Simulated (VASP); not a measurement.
Runs of VASP 6.6.1 on Rb. The structure is that of space group P6/mmm (No. 191), or close to it. The cells are those of the table. This isn't the form of Rb at room conditions, which is bcc.

```tsv
cell	gap on the mesh (eV)	pressure (GPa)
a = 3.743, b = 3.743, c = 3.519 Å, angles 90.0, 90.0, 120.0°, 1 atom	none	(b)
a = 4.802, b = 4.802, c = 4.514 Å, angles 90.0, 90.0, 120.0°, 1 atom	none	0.1
a = 4.438, b = 4.438, c = 4.172 Å, angles 90.0, 90.0, 120.0°, 1 atom	none	(a)
a = 3.599, b = 3.599, c = 3.383 Å, angles 90.0, 90.0, 120.0°, 1 atom	none	9.4
a = 4.885, b = 4.885, c = 4.592 Å, angles 90.0, 90.0, 120.0°, 1 atom	none	0.0
```

Alike in all rows: task single point; level PBE; potentials or basis VASP PAW PBE potentials, release 64 (Rb_sv); no spin polarisation; k mesh 9 × 9 × 8; cutoff (eV) 520; smearing fermi-dirac 0.05 eV.

Problem. Estimate the missing entries.

Solution. (a) 1.2; (b) 7.7.

Caveats: the cell stands under pressure (at least some runs).

A k mesh can miss the band edges, and the runs leave out spin-orbit coupling on Rb.

A gap of «none» marks levels without a gap at the run's occupations.
